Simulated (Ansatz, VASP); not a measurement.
Be2ZnTe2O: VASP beside Ansatz

```
CELL_PARAMETERS angstrom
-2.51179 2.51179 5.04964
2.51179 -2.51179 5.04964
2.51179 2.51179 -5.04964
ATOMIC_POSITIONS crystal
Be 0.75000 0.25000 0.50000
Be 0.25000 0.75000 0.50000
Zn 0.50000 0.50000 0.00000
Te 0.20635 0.20635 0.00000
Te 0.79365 0.79365 0.00000
O 0.00000 0.00000 0.00000
```

Alike in both runs: functional PBE; k mesh 4 × 4 × 4; occupations gaussian, width 0.1 eV; no spin polarisation.

Ansatz relaxed the structure, and its values are those at the end. VASP's run is a single point on that final structure, the one shown.

|  | VASP | Ansatz |
| --- | --- | --- |
| version | VASP 6.6.1 | Ansatz 0.2.0 |
| potentials or method | VASP PAW PBE potentials, release 64 (Be, Zn, Te, O), cutoff 520 eV | scalar-relativistic, plane waves, PAW |
| valence electrons in the cell | 34 | 54 |

Ansatz gave:

- gap on the k mesh at the Fermi level (eV): none
- pressure (GPa): 0.0
- rms of the force components (eV/Å): 0.000

Q: Estimate VASP's values.

A: gap on the k mesh at the Fermi level (eV): none; pressure (GPa): 0.0; rms of the force components (eV/Å): 0.011.

A gap of «none» marks a metal or a gap that the smearing closes. VASP's potentials hold 34 valence electrons a cell and Ansatz's 54, so a difference there can come from the potentials and not from the codes.

The k mesh is coarse, so the values compare programs but aren't converged. Neither program's run includes spin-orbit coupling.
